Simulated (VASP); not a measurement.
# Sr (Fm-3m) in VASP: a series of runs

Runs on Sr. Level: PBEsol. Tasks: single point.

Program: VASP 6.6.1. These are calculated values, not measurements. Logs are shortened: lines on timing, memory, paths and dates and some standing lists are left out, and cuts for length are marked.

## Step 1: The cell of the first run

It takes space group Fm-3m (No. 225, cubic). The conventional cell has a = 5.934 Å, b = 5.934 Å, c = 5.934 Å, α = 90.00°, β = 90.00°, γ = 90.00°. Sr (site symmetry m-3m) has 12 Sr at 4.20 Å within 5.5 Å.

## Step 2: Single point, PBEsol

The input, INCAR:

```
SYSTEM = Sr
PREC = Accurate
ENCUT = 520
EDIFF = 1E-6
ISMEAR = -1
SIGMA = 0.1
LREAL = .FALSE.
LASPH = .TRUE.
NELM = 60
ALGO = Normal
ISIF = 2
LWAVE = .FALSE.
LCHARG = .FALSE.
GGA = PS
NBANDS = 11
```

The input, KPOINTS:

```
Automatic mesh
0
G
  15 15 15
  0 0 0
```

The input, POSCAR:

```
Sr
1.0
    0.0000000000      2.9668499945      2.9668499945
    2.9668499945      0.0000000000      2.9668499945
    2.9668499945      2.9668499945      0.0000000000
Sr
1
Direct
    0.0000000000      0.0000000000      0.0000000000
```

Potentials or basis: VASP PAW PBE potentials, release 64 (Sr_sv).

Launch:

```sh
$ cat potpaw_PBE.64/Sr_sv/POTCAR > POTCAR
$ mpirun -np 1 vasp_std > vasp.out
```

OUTCAR:

```text
SYSTEM = Sr
   PREC = Accurate
   ENCUT = 520
   EDIFF = 1E-6
   ISMEAR = -1
   LREAL = .FALSE.
   LASPH = .TRUE.
   NELM = 60
   ISIF = 2
   GGA = PS

 ion  position               nearest neighbor table
   1  0.000  0.000  0.000-

  LATTYP: Found a face centered cubic cell.
 ALAT       =     5.9336999890

  Lattice vectors:

 A1 = (   0.0000000000,   2.9668499945,   2.9668499945)
 A2 = (   2.9668499945,   0.0000000000,   2.9668499945)
 A3 = (   2.9668499945,   2.9668499945,   0.0000000000)

Analysis of symmetry for initial positions (statically):
=====================================================================
 Subroutine PRICEL returns:
 Original cell was already a primitive cell.

 Routine SETGRP: Setting up the symmetry group for a
 face centered cubic supercell.

 Subroutine GETGRP returns: Found 48 space group operations
 (whereof 48 operations were pure point group operations)
 out of a pool of 48 trial point group operations.

The static configuration has the point symmetry O_h .

Analysis of symmetry for dynamics (positions and initial velocities):
=====================================================================
 Subroutine PRICEL returns:
 Original cell was already a primitive cell.

 Routine SETGRP: Setting up the symmetry group for a
 face centered cubic supercell.

 Subroutine GETGRP returns: Found 48 space group operations
 (whereof 48 operations were pure point group operations)
 out of a pool of 48 trial point group operations.

The dynamic configuration has the point symmetry O_h .

 Subroutine INISYM returns: Found 48 space group operations
 (whereof 48 operations are pure point group operations),
 and found     1 'primitive' translations

----------------------------------------------------------------------------------------

                                     Primitive cell

  volume of cell :      52.2296

  direct lattice vectors                    reciprocal lattice vectors
     0.000000000  2.966849994  2.966849994    -0.168528911  0.168528911  0.168528911
     2.966849994  0.000000000  2.966849994     0.168528911 -0.168528911  0.168528911
     2.966849994  2.966849994  0.000000000     0.168528911  0.168528911 -0.168528911

  length of vectors
     4.195759500  4.195759500  4.195759500     0.291900637  0.291900637  0.291900637

  position of ions in fractional coordinates (direct lattice)
     0.000000000  0.000000000  0.000000000

  ion indices of the primitive-cell ions
   primitive index   ion index
                 1           1

----------------------------------------------------------------------------------------

 KPOINTS: Automatic mesh

Automatic generation of k-mesh.
 Grid dimensions read from file:
 generate k-points for:   15   15   15

 Generating k-lattice:

  Cartesian coordinates                     Fractional coordinates (reciprocal lattice)
    -0.011235261  0.011235261  0.011235261     0.066666667  0.000000000  0.000000000
     0.011235261 -0.011235261  0.011235261     0.000000000  0.066666667  0.000000000
     0.011235261  0.011235261 -0.011235261     0.000000000  0.000000000  0.066666667

  Length of vectors
     0.019460042  0.019460042  0.019460042

  Shift w.r.t. Gamma in fractional coordinates (k-lattice)
     0.000000000  0.000000000  0.000000000

 Subroutine IBZKPT returns following result:
 ===========================================

 Found    120 irreducible k-points:

 Following reciprocal coordinates:
            Coordinates               Weight
  0.000000  0.000000  0.000000      1.000000
  0.066667  0.000000  0.000000      8.000000
  0.133333  0.000000  0.000000      8.000000
  0.200000  0.000000  0.000000      8.000000
  0.266667  0.000000  0.000000      8.000000
  0.333333  0.000000  0.000000      8.000000
[... 16 lines left out ...]
  0.133333  0.133333  0.000000      6.000000
  0.200000  0.133333  0.000000     24.000000
 [... further k-points ...]
   k-points           NKPTS =    120   k-points in BZ     NKDIM =    120   number of bands    NBANDS=     11
   number of dos      NEDOS =    301   number of ions     NIONS =      1
   total plane-waves  NPLWV =  32768
   dimension x,y,z NGX =    32 NGY =   32 NGZ =   32
   dimension x,y,z NGXF=    64 NGYF=   64 NGZF=   64
   ions per type =               1
   NGX,Y,Z   is equivalent  to a cutoff of  12.68, 12.68, 12.68 a.u.
   NGXF,Y,Z  is equivalent  to a cutoff of  25.36, 25.36, 25.36 a.u.
 SYSTEM =  Sr
   PREC   = accura    normal or accurate (medium, high low for compatibility)
   ISTART =      0    job   : 0-new  1-cont  2-samecut
   ICHARG =      2    charge: 1-file 2-atom 10-const
   ISPIN  =      1    spin polarized calculation?
   LNONCOLLINEAR =      F non collinear calculations
   LSORBIT =      F    spin-orbit coupling
   LASPH  =      T    aspherical Exc in radial PAW
   ENCUT  =  520.0 eV  38.22 Ry    6.18 a.u.   7.80  7.80  7.80*2*pi/ulx,y,z
   NELM   =     60;   NELMIN=  2; NELMDL= -5     # of ELM steps
   EDIFF  = 0.1E-05   stopping-criterion for ELM
   LREAL  =      F    real-space projection
   EDIFFG = 0.1E-04   stopping-criterion for IOM
   NSW    =      0    number of steps for IOM
   IBRION =     -1    ionic relax: 0-MD 1-quasi-New 2-CG
   NFREE  =      0    steps in history (QN), initial steepest desc. (CG)
   ISIF   =      2    stress and relaxation
   ISYM   =      2    0-nonsym 1-usesym 2-fastsym
   POTIM  = 0.5000    time-step for ionic-motion
   TEBEG  =    0.0;   TEEND  =   0.0 temperature during run
   PSTRESS=    0.0 pullay stress
   NELECT =      10.0000    total number of electrons
   NUPDOWN=      -1.0000    fix difference up-down
   EMIN   =  10.00;   EMAX   =-10.00  energy-range for DOS
   EFERMI =   0.00;   METHOD = LEGACY
   ISMEAR =    -1;   SIGMA  =   0.10  broadening in eV -4-tet -1-fermi 0-gaus
   EFERMI_NEDOS =   21; number of points for ismear=-14 and -15
   IALGO  =     38    algorithm
   IMIX   =      4    mixing-type and parameters
     AMIX     =   0.40;   BMIX     =  1.00
     AMIX_MAG =   1.60;   BMIX_MAG =  1.00
  volume/ion in A,a.u.               =      52.23       352.46
  Fermi-wavevector in a.u.,A,eV,Ry     =   0.943559  1.783069 12.113326  0.890304
  Thomas-Fermi vector in A             =   2.071279
   LORBIT       =      0    0 simple, 1 ext, 2 COOP (PROOUT), +10 PAW based schemes
   GGA     = PS    functional components
   LHFCALC =     F    Hartree Fock is set to
   AEXX    =    0.0000 exact exchange contribution
   IVDW    =     0    specifies the selected vdW correction
   LEPSILON=     F    determine dielectric tensor
   LRPA    =     F    only Hartree local field effects (RPA)
 non-spin polarized calculation
  energy-cutoff  :      520.00
  volume of cell :       52.23
 maximum number of plane-waves:      1422
   NGX = 15   NGY = 15   NGZ = 15

 number of electron      10.0000000 magnetization

 Free energy of the ion-electron system (eV)
  ---------------------------------------------------
  ext. energy  EPLUGINS =         0.00000000
  ---------------------------------------------------
  free energy    TOTEN  =        -1.86008616 eV

  energy without entropy =       -1.81895478  energy(sigma->0) =       -1.83952047

 E-fermi :   1.6606     XC(G=0):  -7.5931

 val. band max:        1.6421367431   @ k =  -0.3333   0.4000   0.1333
 cond. band min:       1.7025390748   @ k =  -0.2667   0.4667   0.2000
 fundamental gap:      0.0604023316
 Fermi energy:         1.6606115849

 k-point     1 :       0.0000    0.0000    0.0000
  band No.  band energies     occupation
      1     -34.7628      2.00000
      2     -16.6543      2.00000
      3     -16.6543      2.00000
      4     -16.6543      2.00000
      5      -2.0658      2.00000
      6       4.0597      0.00000
      7       4.0597      0.00000
      8       4.0597      0.00000
      9       5.6201      0.00000
     10       5.6201      0.00000
     11       8.9454      0.00000

 k-point     2 :       0.0667    0.0000    0.0000
  band No.  band energies     occupation
      1     -34.7621      2.00000
      2     -16.6650      2.00000
      3     -16.6557      2.00000
      4     -16.6557      2.00000
      5      -1.9901      2.00000
      6       3.9397      0.00000
      7       4.0968      0.00000
      8       4.0968      0.00000
      9       5.5687      0.00000
     10       5.5687      0.00000
     11       9.1472      0.00000

 k-point     3 :       0.1333    0.0000    0.0000
  band No.  band energies     occupation
      1     -34.7599      2.00000
      2     -16.6950      2.00000
      3     -16.6597      2.00000
      4     -16.6597      2.00000
      5      -1.7679      2.00000
      6       3.6355      0.00000
      7       4.1849      0.00000
      8       4.1849      0.00000
      9       5.4653      0.00000
     10       5.4653      0.00000
     11       9.5715      0.00000

 k-point     4 :       0.2000    0.0000    0.0000
  band No.  band energies     occupation
      1     -34.7566      2.00000
      2     -16.7387      2.00000
      3     -16.6656      2.00000
      4     -16.6656      2.00000
      5      -1.4146      2.00000
      6       3.2484      0.00000
      7       4.2462      0.00000
      8       4.2462      0.00000
      9       5.4442      0.00000
     10       5.4442      0.00000
     11       9.1384      0.00000
[... 239 lines left out ...]
 k-point    22 :      -0.0667    0.0667    0.0000
  band No.  band energies     occupation
      1     -34.7608      2.00000
      2     -16.6799      2.00000
      3     -16.6620      2.00000
      4     -16.6563      2.00000
      5      -1.8655      2.00000
      6       3.7685      0.00000
      7       4.1347      0.00000
      8       4.1644      0.00000
      9       5.3887      0.00000
     10       5.6043      0.00000
     11       9.4552      0.00000

 k-point    23 :       0.1333    0.1333    0.0000
  band No.  band energies     occupation
      1     -34.7589      2.00000
      2     -16.6939      2.00000
      3     -16.6687      2.00000
      4     -16.6687      2.00000
      5      -1.6694      2.00000
      6       3.5317      0.00000
      7       4.2615      0.00000
      8       4.2615      0.00000
      9       4.9464      0.00000
     10       5.7763      0.00000
     11       9.9342      0.00000

 k-point    24 :       0.2000    0.1333    0.0000
  band No.  band energies     occupation
      1     -34.7565      2.00000
      2     -16.7224      2.00000
      3     -16.6761      2.00000
      4     -16.6741      2.00000
      5      -1.4090      2.00000
      6       3.2729      0.00000
      7       4.2962      0.00000
      8       4.3654      0.00000
      9       4.7573      0.00000
     10       5.8448      0.00000
     11      10.1064      0.00000

 [... further k-points ...]

------------------------ aborting loop because EDIFF is reached ----------------------------------------

  FORCE on cell =-STRESS in cart. coord.  units (eV):
  Direction    XX          YY          ZZ          XY          YZ          ZX
  --------------------------------------------------------------------------------------
  -------------------------------------------------------------------------------------
  Total        0.0023094      0.0023094      0.0023094     -0.0000000     -0.0000000      0.0000000
  in kB        0.0708424      0.0708424      0.0708424     -0.0000000     -0.0000000      0.0000000
  external PRESSURE =       0.0708424 kB  Pullay stress =       0.0000000 kB

 VOLUME and BASIS-vectors are now :
 -----------------------------------------------------------------------------
  energy-cutoff  :      520.00
  volume of cell :       52.23
      direct lattice vectors                 reciprocal lattice vectors
     0.000000000  2.966849994  2.966849994    -0.168528911  0.168528911  0.168528911
     2.966849994  0.000000000  2.966849994     0.168528911 -0.168528911  0.168528911
     2.966849994  2.966849994  0.000000000     0.168528911  0.168528911 -0.168528911

 POSITION                                       TOTAL-FORCE (eV/Angst)
 -----------------------------------------------------------------------------------
      0.00000      0.00000      0.00000         0.000000      0.000000     -0.000000
 -----------------------------------------------------------------------------------
    total drift:                                0.000000      0.000000      0.000000

  FREE ENERGIE OF THE ION-ELECTRON SYSTEM (eV)
  ---------------------------------------------------
  free  energy   TOTEN  =        -1.8600861605 eV

  energy  without entropy=       -1.8189547805  energy(sigma->0) =       -1.83952047
```

Run time: 20 s. Hardware: 1 thread of Intel Xeon 6975P-C (Granite Rapids), shared host; peak memory 0.22 GiB.

Results:

| Item | Value |
| --- | --- |
| Free energy | -1.8601 eV |
| Pressure | 0.0 GPa |

Levels at points of the mesh, in eV from the Fermi level:
| k point | band 2 | band 3 | band 4 | band 5 | band 6 | band 7 | band 8 | band 9 |
| --- | --- | --- | --- | --- | --- | --- | --- | --- |
| (0.00, 0.00, 0.00) | -18.31 | -18.31 | -18.31 | -3.73 | 2.40 | 2.40 | 2.40 | 3.96 |

Caveat: the PAW data sets were made with another functional, which shifts forces and pressure a little.

## Step 3: Single point, PBEsol (54.32 Å³/atom)

This run uses another cell than the first one, of 54.32 Å³/atom.

The input, INCAR:

```
ALGO = Normal
EDIFF = 1E-6
ENCUT = 520
GGA = PS
ISIF = 2
ISMEAR = -1
LASPH = T
LCHARG = F
LREAL = F
LWAVE = F
NBANDS = 11
NELM = 100
PREC = Accurate
SIGMA = 0.1
```

The input, KPOINTS:

```
k-points
0
Gamma
  15 15 15
```

The input, POSCAR:

```
Sr
1.0
    0.0000000000      3.0058919716      3.0058919716
    3.0058919716      0.0000000000      3.0058919716
    3.0058919716      3.0058919716      0.0000000000
Sr
1
Direct
    0.0000000000      0.0000000000      0.0000000000
```

Potentials or basis: VASP PAW PBE potentials, release 64 (Sr_sv).

Launch:

```sh
$ cat potpaw_PBE.64/Sr_sv/POTCAR > POTCAR
$ mpirun -np 1 vasp_std > vasp.out
```

Wall time 23 s (1 thread of Intel Xeon 6975P-C (Granite Rapids), shared host); peak memory 0.22 GiB.

It converged, with:

```
Free energy            : -1.8572 eV
Pressure               : -0.4 GPa
Band gap on the k mesh : zero (bands 5 and 6 overlap by 0.02 eV)
```

Levels at points of the mesh, in eV from the Fermi level:
```
           k point  band 2  band 3  band 4  band 5  band 6  band 7  band 8  band 9
(0.00, 0.00, 0.00)  -18.40  -18.40  -18.40   -3.66    2.36    2.36    2.36    3.86
```

Caveat: the PAW data sets were made with another functional, which shifts forces and pressure a little.

(Continued in part 2 of 2.)
